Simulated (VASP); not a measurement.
Here is a VASP 6.6.1 calculation.

Contents of INCAR:

```
SYSTEM = Co
PREC     = Accurate       ! precision mode
ENCUT    = 520            ! plane-wave cutoff, eV
EDIFF    = 1E-7           ! SCF threshold, eV
ISMEAR   = 0              ! smearing method
SIGMA    = 0.15           ! smearing width, eV
LREAL    = .False.        ! projectors in reciprocal space
LASPH    = .True.         ! aspherical terms in the spheres
NELM     = 150            ! most SCF steps
ALGO     = Normal         ! electronic algorithm
ISIF     = 2              ! what is computed and relaxed
LWAVE    = .False.        ! write WAVECAR
LCHARG   = .False.        ! write CHGCAR
ISPIN    = 2              ! spin polarisation
MAGMOM   = 1.79 1.79      ! initial moments
LORBIT   = 11             ! projections on sites
LMAXMIX  = 4              ! l up to which the mixer works
GGA      = PS             ! functional
NBANDS   = 20             ! bands
```

The input KPOINTS:

```
Automatic mesh
0
Gamma
  21 21 12
  0 0 0
```

POSCAR

```
Co
1.0
    2.5783000000      0.0000000000      0.0000000000
   -1.2891500000      2.2328732986      0.0000000000
    0.0000000000      0.0000000000      3.9012000000
Co
2
Direct
    0.3333333333      0.6666666667      0.2500000000
    0.6666666667      0.3333333333      0.7500000000
```

Potentials or basis: VASP PAW PBE potentials, release 64 (Co).

The run is started by

```console
$ cat potpaw_PBE.64/Co/POTCAR > POTCAR
$ mpirun -np 1 vasp_std > vasp.out
```

Q: Estimate the net moment.

A: 3.24 μB per cell.

Q: Predict the site moments.

A: Co +1.64 μB.

Stress tensor (GPa, compression positive):
```
-20.77   0.00   0.00
  0.00 -20.77   0.00
  0.00   0.00  -5.15
```

Caveat: the stress differs along the axes, from -21 to -5 GPa; the PAW data sets were made with another functional, which shifts forces and pressure a little.
